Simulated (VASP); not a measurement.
A run of VASP 6.6.1:

Contents of INCAR:

```
SYSTEM = Si
PREC = Accurate
ENCUT = 520
EDIFF = 1E-6
ISMEAR = 0
SIGMA = 0.1
LREAL = .FALSE.
LASPH = .TRUE.
NELM = 60
ALGO = Normal
ISIF = 2
LWAVE = .FALSE.
LCHARG = .FALSE.
GGA = PS
NBANDS = 16
```

The input KPOINTS:

```
Automatic mesh
0
G
  6 6 4
  0 0 0
```

The input POSCAR:

```
Si
1.0
    3.8200000000      0.0000000000      0.0000000000
   -1.9100000000      3.3082170425      0.0000000000
    0.0000000000      0.0000000000      6.3200000000
Si
4
Direct
    0.3333333333      0.6666666667      0.0000000000
    0.6666666667      0.3333333333      0.5000000000
    0.3333333333      0.6666666667      0.3740000000
    0.6666666667      0.3333333333      0.8740000000
```

Potentials or basis: VASP PAW PBE potentials, release 64 (Si).

Run with:

```sh
$ cat potpaw_PBE.64/Si/POTCAR > POTCAR
$ mpirun -np 1 vasp_std > vasp.out
```

Hardware: 1 thread of AMD EPYC 9R45 96-Core Processor (Zen 5), with other jobs on the host.

Question: Estimate the wall time of this run.

Answer: It took 13 s on 1 thread of AMD EPYC 9R45 96-Core Processor (Zen 5), on a shared host, peak memory 0.15 GiB. Counts: scf iterations 12, k points 21.
